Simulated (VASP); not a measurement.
Runs of VASP 6.6.1 on CuAu. The structure is that of space group P4/mmm (No. 123), or close to it. The cells are those of the table. 

```tsv
task	potentials or basis	cell	k mesh	cutoff (eV)	smearing	second run	gap on the mesh (eV)	pressure (GPa)	relaxed volume (Å³/atom)
relaxation of cell and atoms	VASP PAW LDA potentials, release 64 (Cu, Au)	relaxed from a = 2.811, b = 2.811, c = 3.685 Å, 2 atoms	8 × 8 × 6	600	gaussian 0.1 eV	-	none	0.2	(b)
single point	VASP PAW LDA potentials, release 64 (Cu, Au)	a = 2.811, b = 2.811, c = 3.685 Å, 2 atoms	6 × 6 × 6	520	gaussian 0.1 eV	-	none	-7.9	-
single point	VASP PAW LDA potentials, release 64 (Cu, Au)	a = 2.807, b = 2.807, c = 3.505 Å, 2 atoms	8 × 8 × 6	520	gaussian 0.1 eV	-	none	(a)	-
relaxation of cell and atoms	VASP PAW LDA potentials, release 64 (Cu, Au)	relaxed from a = 2.810, b = 2.810, c = 3.492 Å, 2 atoms	14 × 14 × 12	600	fermi-dirac 0.15 eV	-	none	0.0	13.83
relaxation of cell and atoms	VASP PAW LDA potentials, release 64 (Cu_sv_GW, Au_sv_GW)	relaxed from a = 2.811, b = 2.811, c = 3.685 Å, 2 atoms	8 × 8 × 6	700	gaussian 0.1 eV	valence_matched	none	0.2	13.71
```

Alike in all rows: level LDA; no spin polarisation.

**Question.** Fill in the values left out.

**Answer.** (a) 0.6; (b) 13.85.

Caveats: some runs use coarse meshes; spin-orbit coupling is left out, which moves the levels of the heavy elements.

A k mesh can miss the band edges, and the runs leave out spin-orbit coupling on Au.

A gap of «none» marks levels without a gap at the run's occupations.

The runs don't all hold the same shells in valence.
